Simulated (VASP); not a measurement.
# Ga (Cmce) in VASP: further runs

Ga is run at these levels: LDA; tasks: single point.

Everything below comes from runs of VASP 6.6.1. Logs are shortened: lines on timing, memory, paths and dates and some standing lists are left out, and cuts for length are marked.

## (1) The cell of the first run

The structure is orthorhombic, space group Cmce (No. 64). Conventional cell: a = 4.436 Å, b = 7.484 Å, c = 4.425 Å, α = 90.00°, β = 90.00°, γ = 90.00°. Ga (site symmetry m) has 7 Ga at 2.45 to 2.74 Å within 3.2 Å.

## (2) Single point, LDA

The input, INCAR:

```
SYSTEM = Ga
PREC = Accurate
ENCUT = 520
EDIFF = 1E-6
ISMEAR = -1
SIGMA = 0.1
LREAL = .FALSE.
LASPH = .TRUE.
NELM = 80
ALGO = Normal
ISIF = 2
LWAVE = .FALSE.
LCHARG = .FALSE.
NBANDS = 34
```

The input, KPOINTS:

```
regular mesh
0
G
  11 11 10
  0 0 0
```

The input, POSCAR:

```
Ga
1.0
    2.2178908173     -3.7419137528      0.0000000000
    2.2178908173      3.7419137528      0.0000000000
    0.0000000000      0.0000000000      4.4249628129
Ga
4
Direct
    0.8443628362      0.1556371638      0.0859373133
    0.6556371638      0.3443628362      0.5859373133
    0.1556371638      0.8443628362      0.9140626867
    0.3443628362      0.6556371638      0.4140626867
```

Potentials or basis: VASP PAW LDA potentials, release 64 (Ga_d).

The run is started by

```
> cat potpaw_LDA.64/Ga_d/POTCAR > POTCAR
> mpirun -np 1 vasp_std > vasp.out
```

OUTCAR:

```text
SYSTEM = Ga
   PREC = Accurate
   ENCUT = 520
   EDIFF = 1E-6
   ISMEAR = -1
   LREAL = .FALSE.
   LASPH = .TRUE.
   NELM = 80
   ISIF = 2

 ion  position               nearest neighbor table
   1  0.844  0.156  0.086-   3 2.45   2 2.62   2 2.62   4 2.65   4 2.65   3 2.74   3 2.74
   2  0.656  0.344  0.586-   4 2.45   1 2.62   1 2.62   3 2.65   3 2.65   4 2.74   4 2.74
   3  0.156  0.844  0.914-   1 2.45   4 2.62   4 2.62   2 2.65   2 2.65   1 2.74   1 2.74
   4  0.344  0.656  0.414-   2 2.45   3 2.62   3 2.62   1 2.65   1 2.65   2 2.74   2 2.74

  LATTYP: Found a base centered orthorhombic cell.
 ALAT       =     4.4357816346
 B/A-ratio  =     1.6871496665
 C/A-ratio  =     0.9975610112

  Lattice vectors:

 A1 = (   2.2178908173,  -3.7419137528,   0.0000000000)
 A2 = (   2.2178908173,   3.7419137528,   0.0000000000)
 A3 = (   0.0000000000,   0.0000000000,   4.4249628129)

Analysis of symmetry for initial positions (statically):
=====================================================================
 Subroutine PRICEL returns:
 Original cell was already a primitive cell.

 Routine SETGRP: Setting up the symmetry group for a
 base centered orthorhombic supercell.

 Subroutine GETGRP returns: Found  8 space group operations
 (whereof  4 operations were pure point group operations)
 out of a pool of  8 trial point group operations.

The static configuration has the point symmetry C_2h.
 The point group associated with its full space group is D_2h.

Analysis of symmetry for dynamics (positions and initial velocities):
=====================================================================
 Subroutine PRICEL returns:
 Original cell was already a primitive cell.

 Routine SETGRP: Setting up the symmetry group for a
 base centered orthorhombic supercell.

 Subroutine GETGRP returns: Found  8 space group operations
 (whereof  4 operations were pure point group operations)
 out of a pool of  8 trial point group operations.

The dynamic configuration has the point symmetry C_2h.
 The point group associated with its full space group is D_2h.

 Subroutine INISYM returns: Found  8 space group operations
 (whereof  4 operations are pure point group operations),
 and found     1 'primitive' translations

----------------------------------------------------------------------------------------

                                     Primitive cell

  volume of cell :      73.4469

  direct lattice vectors                    reciprocal lattice vectors
     2.217890817 -3.741913753  0.000000000     0.225439411 -0.133621466  0.000000000
     2.217890817  3.741913753  0.000000000     0.225439411  0.133621466  0.000000000
     0.000000000  0.000000000  4.424962813     0.000000000  0.000000000  0.225990600

  length of vectors
     4.349822779  4.349822779  4.424962813     0.262064160  0.262064160  0.225990600

  position of ions in fractional coordinates (direct lattice)
     0.844362836  0.155637164  0.085937313
     0.655637164  0.344362836  0.585937313
     0.155637164  0.844362836  0.914062687
     0.344362836  0.655637164  0.414062687

  ion indices of the primitive-cell ions
   primitive index   ion index
                 1           1
                 2           2
                 3           3
                 4           4

----------------------------------------------------------------------------------------

 KPOINTS: regular mesh

Automatic generation of k-mesh.
 Grid dimensions read from file:
 generate k-points for:   11   11   10

 Generating k-lattice:

  Cartesian coordinates                     Fractional coordinates (reciprocal lattice)
     0.020494492 -0.012147406  0.000000000     0.090909091  0.000000000  0.000000000
     0.020494492  0.012147406  0.000000000     0.000000000  0.090909091  0.000000000
     0.000000000  0.000000000  0.022599060     0.000000000  0.000000000  0.100000000

  Length of vectors
     0.023824015  0.023824015  0.022599060

  Shift w.r.t. Gamma in fractional coordinates (k-lattice)
     0.000000000  0.000000000  0.000000000

 Subroutine IBZKPT returns following result:
 ===========================================

 Found    216 irreducible k-points:

 Following reciprocal coordinates:
            Coordinates               Weight
  0.000000  0.000000  0.000000      1.000000
  0.090909 -0.000000  0.000000      4.000000
  0.181818  0.000000  0.000000      4.000000
  0.272727  0.000000  0.000000      4.000000
  0.363636  0.000000  0.000000      4.000000
  0.454545 -0.000000  0.000000      4.000000
[... 16 lines left out ...]
 -0.272727  0.181818  0.000000      4.000000
 -0.181818  0.181818  0.000000      2.000000
 [... further k-points ...]
   k-points           NKPTS =    216   k-points in BZ     NKDIM =    216   number of bands    NBANDS=     34
   number of dos      NEDOS =    301   number of ions     NIONS =      4
   total plane-waves  NPLWV =  36864
   dimension x,y,z NGX =    32 NGY =   32 NGZ =   36
   dimension x,y,z NGXF=    64 NGYF=   64 NGZF=   72
   ions per type =               4
   NGX,Y,Z   is equivalent  to a cutoff of  12.23, 12.23, 13.53 a.u.
   NGXF,Y,Z  is equivalent  to a cutoff of  24.46, 24.46, 27.05 a.u.
 SYSTEM =  Ga
   PREC   = accura    normal or accurate (medium, high low for compatibility)
   ISTART =      0    job   : 0-new  1-cont  2-samecut
   ICHARG =      2    charge: 1-file 2-atom 10-const
   ISPIN  =      1    spin polarized calculation?
   LNONCOLLINEAR =      F non collinear calculations
   LSORBIT =      F    spin-orbit coupling
   LASPH  =      T    aspherical Exc in radial PAW
   ENCUT  =  520.0 eV  38.22 Ry    6.18 a.u.   8.09  8.09  8.23*2*pi/ulx,y,z
   NELM   =     80;   NELMIN=  2; NELMDL= -5     # of ELM steps
   EDIFF  = 0.1E-05   stopping-criterion for ELM
   LREAL  =      F    real-space projection
   EDIFFG = 0.1E-04   stopping-criterion for IOM
   NSW    =      0    number of steps for IOM
   IBRION =     -1    ionic relax: 0-MD 1-quasi-New 2-CG
   NFREE  =      0    steps in history (QN), initial steepest desc. (CG)
   ISIF   =      2    stress and relaxation
   ISYM   =      2    0-nonsym 1-usesym 2-fastsym
   POTIM  = 0.5000    time-step for ionic-motion
   TEBEG  =    0.0;   TEEND  =   0.0 temperature during run
   PSTRESS=    0.0 pullay stress
   NELECT =      52.0000    total number of electrons
   NUPDOWN=      -1.0000    fix difference up-down
   EMIN   =  10.00;   EMAX   =-10.00  energy-range for DOS
   EFERMI =   0.00;   METHOD = LEGACY
   ISMEAR =    -1;   SIGMA  =   0.10  broadening in eV -4-tet -1-fermi 0-gaus
   EFERMI_NEDOS =   21; number of points for ismear=-14 and -15
   IALGO  =     38    algorithm
   IMIX   =      4    mixing-type and parameters
     AMIX     =   0.40;   BMIX     =  1.00
     AMIX_MAG =   1.60;   BMIX_MAG =  1.00
  volume/ion in A,a.u.               =      18.36       123.91
  Fermi-wavevector in a.u.,A,eV,Ry     =   1.459099  2.757297 28.966394  2.128970
  Thomas-Fermi vector in A             =   2.575706
   LORBIT       =      0    0 simple, 1 ext, 2 COOP (PROOUT), +10 PAW based schemes
   GGA     = CA    functional components
   LHFCALC =     F    Hartree Fock is set to
   AEXX    =    0.0000 exact exchange contribution
   IVDW    =     0    specifies the selected vdW correction
   LEPSILON=     F    determine dielectric tensor
   LRPA    =     F    only Hartree local field effects (RPA)
 non-spin polarized calculation
  energy-cutoff  :      520.00
  volume of cell :       73.45
 maximum number of plane-waves:      2004
   NGX = 17   NGY = 17   NGZ = 17

 number of electron      52.0000021 magnetization

 Free energy of the ion-electron system (eV)
  ---------------------------------------------------
  ext. energy  EPLUGINS =         0.00000000
  ---------------------------------------------------
  free energy    TOTEN  =       -14.44438620 eV

  energy without entropy =      -14.41833584  energy(sigma->0) =      -14.43136102

 E-fermi :   5.3230     XC(G=0): -11.2997

 val. band max:        5.3209751469   @ k =   0.0000   0.0000   0.4000
 cond. band min:       5.3366701331   @ k =  -0.3636   0.2727   0.4000
 fundamental gap:      0.0156949862
 Fermi energy:         5.3230065896

 k-point     1 :       0.0000    0.0000    0.0000
  band No.  band energies     occupation
      1      -9.9804      2.00000
      2      -9.9745      2.00000
      3      -9.9409      2.00000
      4      -9.9220      2.00000
      5      -9.8921      2.00000
      6      -9.8670      2.00000
[... 26 lines left out ...]
     33      12.4425      0.00000
     34      13.0438      0.00000

 k-point     2 :       0.0909   -0.0000    0.0000
  band No.  band energies     occupation
      1      -9.9830      2.00000
      2      -9.9703      2.00000
      3      -9.9434      2.00000
      4      -9.9256      2.00000
      5      -9.8841      2.00000
      6      -9.8656      2.00000
[... 26 lines left out ...]
     33      12.5903      0.00000
     34      13.0377      0.00000

 k-point     3 :       0.1818    0.0000    0.0000
  band No.  band energies     occupation
      1      -9.9864      2.00000
      2      -9.9590      2.00000
      3      -9.9516      2.00000
      4      -9.9337      2.00000
      5      -9.8718      2.00000
      6      -9.8543      2.00000
[... 26 lines left out ...]
     33      11.9761      0.00000
     34      12.8998      0.00000
[... 704 lines left out ...]
 k-point    23 :      -0.2727    0.1818    0.0000
  band No.  band energies     occupation
      1      -9.9964      2.00000
      2      -9.9848      2.00000
      3      -9.9292      2.00000
      4      -9.9201      2.00000
      5      -9.9010      2.00000
      6      -9.8767      2.00000
[... 26 lines left out ...]
     33      11.0886      0.00000
     34      12.3310      0.00000

 k-point    24 :      -0.1818    0.1818    0.0000
  band No.  band energies     occupation
      1      -9.9937      2.00000
      2      -9.9735      2.00000
      3      -9.9393      2.00000
      4      -9.9215      2.00000
      5      -9.8933      2.00000
      6      -9.8796      2.00000
[... 26 lines left out ...]
     33      11.1126      0.00000
     34      11.6739      0.00000

 [... further k-points ...]

------------------------ aborting loop because EDIFF is reached ----------------------------------------

  FORCE on cell =-STRESS in cart. coord.  units (eV):
  Direction    XX          YY          ZZ          XY          YZ          ZX
  --------------------------------------------------------------------------------------
  -------------------------------------------------------------------------------------
  Total        0.0733992      0.1493656      0.0871064      0.0000000      0.0000000      0.0000000
  in kB        1.6011374      3.2582733      1.9001472      0.0000000      0.0000000      0.0000000
  external PRESSURE =       2.2531860 kB  Pullay stress =       0.0000000 kB

 VOLUME and BASIS-vectors are now :
 -----------------------------------------------------------------------------
  energy-cutoff  :      520.00
  volume of cell :       73.45
      direct lattice vectors                 reciprocal lattice vectors
     2.217890817 -3.741913753  0.000000000     0.225439411 -0.133621466  0.000000000
     2.217890817  3.741913753  0.000000000     0.225439411  0.133621466  0.000000000
     0.000000000  0.000000000  4.424962813     0.000000000  0.000000000  0.225990600

 POSITION                                       TOTAL-FORCE (eV/Angst)
 -----------------------------------------------------------------------------------
      2.21789     -2.57715      0.38027         0.000000      0.033310     -0.003998
      2.21789     -1.16476      2.59275         0.000000     -0.033310     -0.003998
      2.21789      2.57715      4.04469         0.000000     -0.033310      0.003998
      2.21789      1.16476      1.83221         0.000000      0.033310      0.003998
 -----------------------------------------------------------------------------------
    total drift:                                0.000000      0.000000      0.000000

  FREE ENERGIE OF THE ION-ELECTRON SYSTEM (eV)
  ---------------------------------------------------
  free  energy   TOTEN  =       -14.4443861975 eV

  energy  without entropy=      -14.4183358371  energy(sigma->0) =      -14.43136102
```

Run time: 2.8 min. Hardware: 1 thread of AMD EPYC 9R45 (Zen 5), shared host; peak memory 0.41 GiB.

What came out:

```
Free energy            : -14.4444 eV
Pressure               : 0.2 GPa
Largest force          : 0.034 eV/Å
Band gap on the k mesh : zero (bands 26 and 27 overlap by 1.39 eV)
```

Forces in eV/Å, atoms in the order of the input:
```
Ga   0.000  0.033 -0.004
Ga   0.000 -0.033 -0.004
Ga   0.000 -0.033  0.004
Ga   0.000  0.033  0.004
```

Levels at points of the mesh, in eV from the Fermi level:
```
           k point  band 23  band 24  band 25  band 26  band 27  band 28  band 29  band 30
(0.00, 0.00, 0.00)    -3.84    -1.83    -1.68    -0.74     0.92     1.04     1.15     5.40
(0.00, 0.00, 0.50)    -0.03    -0.03     0.02     0.02     0.12     0.12     2.20     2.20
```

## (3) Single point, LDA

The input, INCAR:

```
SYSTEM = Ga
ALGO     = Normal         ! electronic algorithm
EDIFF    = 1E-6           ! SCF threshold, eV
ENCUT    = 520            ! plane-wave cutoff, eV
ISIF     = 2              ! what is computed and relaxed
ISMEAR   = -1             ! smearing method
LASPH    = .True.         ! aspherical terms in the spheres
LCHARG   = .False.        ! write CHGCAR
LREAL    = .False.        ! projectors in reciprocal space
LWAVE    = .False.        ! write WAVECAR
NBANDS   = 34             ! bands
NELM     = 100            ! most SCF steps
PREC     = Accurate       ! precision mode
SIGMA    = 0.1            ! smearing width, eV
```

The input, KPOINTS:

```
k-points
0
Gamma
  12 12 10
  0 0 0
```

POSCAR is that of step 2.

Potentials or basis: VASP PAW LDA potentials, release 64 (Ga_d).

The run is started by

```
> cat potpaw_LDA.64/Ga_d/POTCAR > POTCAR
> mpirun -np 1 vasp_std > vasp.out
```

OUTCAR:

```text
SYSTEM = Ga
   EDIFF = 1E-6
   ENCUT = 520
   ISIF = 2
   ISMEAR = -1
   LASPH = .True.
   LREAL = .False.
   NELM = 100
   PREC = Accurate

 ion  position               nearest neighbor table
   1  0.844  0.156  0.086-   3 2.45   2 2.62   2 2.62   4 2.65   4 2.65   3 2.74   3 2.74
   2  0.656  0.344  0.586-   4 2.45   1 2.62   1 2.62   3 2.65   3 2.65   4 2.74   4 2.74
   3  0.156  0.844  0.914-   1 2.45   4 2.62   4 2.62   2 2.65   2 2.65   1 2.74   1 2.74
   4  0.344  0.656  0.414-   2 2.45   3 2.62   3 2.62   1 2.65   1 2.65   2 2.74   2 2.74

  LATTYP: Found a base centered orthorhombic cell.
 ALAT       =     4.4357816346
[... 1090 lines left out ...]
  -------------------------------------------------------------------------------------
  Total        0.0234779      0.1524898      0.1223109      0.0000000      0.0000000      0.0000000
  in kB        0.5121492      3.3264262      2.6680995      0.0000000      0.0000000      0.0000000
  external PRESSURE =       2.1688916 kB  Pullay stress =       0.0000000 kB

 VOLUME and BASIS-vectors are now :
 -----------------------------------------------------------------------------
  energy-cutoff  :      520.00
  volume of cell :       73.45
      direct lattice vectors                 reciprocal lattice vectors
     2.217890817 -3.741913753  0.000000000     0.225439411 -0.133621466  0.000000000
     2.217890817  3.741913753  0.000000000     0.225439411  0.133621466  0.000000000
     0.000000000  0.000000000  4.424962813     0.000000000  0.000000000  0.225990600

 POSITION                                       TOTAL-FORCE (eV/Angst)
 -----------------------------------------------------------------------------------
      2.21789     -2.57715      0.38027         0.000000      0.033913     -0.004003
      2.21789     -1.16476      2.59275         0.000000     -0.033913     -0.004003
      2.21789      2.57715      4.04469         0.000000     -0.033913      0.004003
      2.21789      1.16476      1.83221         0.000000      0.033913      0.004003
 -----------------------------------------------------------------------------------
    total drift:                                0.000000      0.000000      0.000000

  FREE ENERGIE OF THE ION-ELECTRON SYSTEM (eV)
  ---------------------------------------------------
  free  energy   TOTEN  =       -14.4448934913 eV

  energy  without entropy=      -14.4191786562  energy(sigma->0) =      -14.43203607
```

OSZICAR:

```text
N       E                     dE             d eps       ncg     rms          rms(c)
DAV:   1     0.360028253782E+03    0.36003E+03   -0.25389E+04 18074   0.295E+03
DAV:   2     0.302619603100E+02   -0.32977E+03   -0.32134E+03 18016   0.539E+02
DAV:   3    -0.132422221983E+02   -0.43504E+02   -0.42964E+02 19778   0.153E+02
DAV:   4    -0.146282361131E+02   -0.13860E+01   -0.13792E+01 20416   0.305E+01
DAV:   5    -0.146573151977E+02   -0.29079E-01   -0.29067E-01 22250   0.457E+00    0.275E+00
DAV:   6    -0.144934579888E+02    0.16386E+00   -0.26393E-01 22500   0.715E+00    0.144E+00
DAV:   7    -0.144479080087E+02    0.45550E-01   -0.75670E-02 24790   0.270E+00    0.314E-01
DAV:   8    -0.144448371391E+02    0.30709E-02   -0.17559E-02 18816   0.143E+00    0.491E-02
DAV:   9    -0.144449078207E+02   -0.70682E-04   -0.10736E-03 20526   0.355E-01    0.268E-02
DAV:  10    -0.144448923452E+02    0.15475E-04   -0.24003E-04 20460   0.190E-01    0.436E-03
DAV:  11    -0.144448944350E+02   -0.20897E-05   -0.29087E-05 20326   0.608E-02    0.473E-03
DAV:  12    -0.144448934913E+02    0.94363E-06   -0.91429E-06 18992   0.379E-02
   1 F= -.14444893E+02 E0= -.14432036E+02  d E =-.257148E-01
```

stdout:

```text
POSCAR found type information on POSCAR Ga
 POSCAR found :  1 types and       4 ions
 scaLAPACK will be used
 LDA part: xc-table for (Slater(with rela. corr.)+CA(PZ))
 , standard interpolation
 POSCAR, INCAR and KPOINTS ok, starting setup
 FFT: planning ... GRIDC
 FFT: planning ... GRID_SOFT
 FFT: planning ... GRID
 WAVECAR not read
 entering main loop
```

Wall time 3.2 min (1 thread of AMD EPYC 9R45 (Zen 5), shared host); peak memory 0.47 GiB.

What came out:

```yaml
Free_energy: -14.4449 eV
Pressure: 0.2 GPa
Largest_force: 0.034 eV/Å
Band_gap_on_the_k_mesh: zero (bands 26 and 27 overlap by 1.46 eV)
```

Forces in eV/Å, atoms in the order of the input:
```
Ga   0.000  0.034 -0.004
Ga   0.000 -0.034 -0.004
Ga   0.000 -0.034  0.004
Ga   0.000  0.034  0.004
```

Stress tensor (GPa, compression positive):
```
0.05 0.00 0.00
0.00 0.33 0.00
0.00 0.00 0.27
```
